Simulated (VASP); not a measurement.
The system is ScInF4.

```xyz
6
Lattice="4.1580 0.0000 0.0000 0.0000 4.1580 0.0000 0.0000 0.0000 6.6495" Properties=species:S:1:pos:R:3 pbc="T T T"
Sc    2.0790    2.0790    3.3247
In    0.0000    0.0000    0.0000
F     0.0000    0.0000    4.5495
F     2.0790    0.0000    0.0000
F     0.0000    2.0790    0.0000
F     0.0000    0.0000    2.1000
```

- Program: VASP 6.6.1
- Task: relaxation of cell and atoms
- Functional: PBE
- Potentials or basis: VASP PAW PBE potentials, release 64 (Sc_sv, In_d, F)
- Cutoff: 600 eV
- k mesh: 10 × 10 × 6
- Occupations: gaussian, width 0.1 eV
- Spin: no spin polarisation

At the start: pressure -0.7 GPa; volume 19.16 Å³/atom.

**Question.** Where does the relaxation end?

**Answer.** Over 7 steps the energy falls by 6.3 meV/atom; space group P4/mmm (No. 123, to 0.05 Å).

The path:
| step | energy change (eV) | largest force (eV/Å) | pressure (GPa) | volume (Å³) |
| --- | --- | --- | --- | --- |
| 1 | 0.0000 | 0.1345 | -0.67 | 114.96 |
| 2 | -0.0259 | 0.0992 | 0.14 | 113.61 |
| 3 | -0.0299 | 0.0800 | 0.68 | 112.84 |
| 4 | -0.0349 | 0.1241 | 0.15 | 114.02 |
| 5 | -0.0355 | 0.1456 | -0.10 | 114.61 |
| 6 | -0.0376 | 0.0615 | -0.04 | 114.83 |
| 7 | -0.0380 | 0.0012 | 0.02 | 114.99 |

Final structure:
```
CELL_PARAMETERS angstrom
4.10053 0.00000 0.00000
0.00000 4.10053 0.00000
0.00000 0.00000 6.83895
ATOMIC_POSITIONS crystal
Sc 0.50000 0.50000 0.50000
In 0.00000 0.00000 0.00000
F 0.00000 0.00000 0.68973
F 0.50000 0.00000 0.00000
F 0.00000 0.50000 0.00000
F 0.00000 0.00000 0.31027
```
